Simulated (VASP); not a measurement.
Input of a VASP 6.6.1 run:

INCAR

```
SYSTEM = Ta2N
PREC = Accurate
ENCUT = 520
EDIFF = 1E-7
ISMEAR = 0
SIGMA = 0.15
LREAL = .FALSE.
LASPH = .TRUE.
NELM = 100
ALGO = Normal
ISIF = 2
LWAVE = .FALSE.
LCHARG = .FALSE.
GGA = PS
NBANDS = 20
```

KPOINTS

```
Automatic mesh
0
G
  18 18 10
  0 0 0
```

Contents of POSCAR:

```
Ta2N
1.0
    3.0855259741      0.0000000000      0.0000000000
   -1.5427629871      2.6721438776      0.0000000000
    0.0000000000      0.0000000000      4.4172389846
Ta N
2 1
Direct
    0.6666666667      0.3333333333      0.7463700642
    0.3333333333      0.6666666667      0.2536299358
    0.0000000000      0.0000000000      0.0000000000
```

Potentials or basis: VASP PAW PBE potentials, release 64 (Ta_pv, N).

Command:

```sh
$ cat potpaw_PBE.64/Ta_pv/POTCAR potpaw_PBE.64/N/POTCAR > POTCAR
$ mpirun -np 1 vasp_std > vasp.out
```

Q: Estimate the pressure.

A: 32.0 GPa.

Q: Predict the band gap on the k mesh.

A: Zero (an odd number of electrons rules out a gap without spin polarisation).

Q: What does it give for the largest force?

A: 0.110 eV/Å.

Forces on the atoms (eV/Å):
```
Ta   0.000  0.000  0.110
Ta   0.000  0.000 -0.110
N    0.000  0.000  0.000
```

Caveat: the cell stands under pressure; the PAW data sets were made with another functional, which shifts forces and pressure a little; spin-orbit coupling is left out, which moves the levels of the heavy elements.
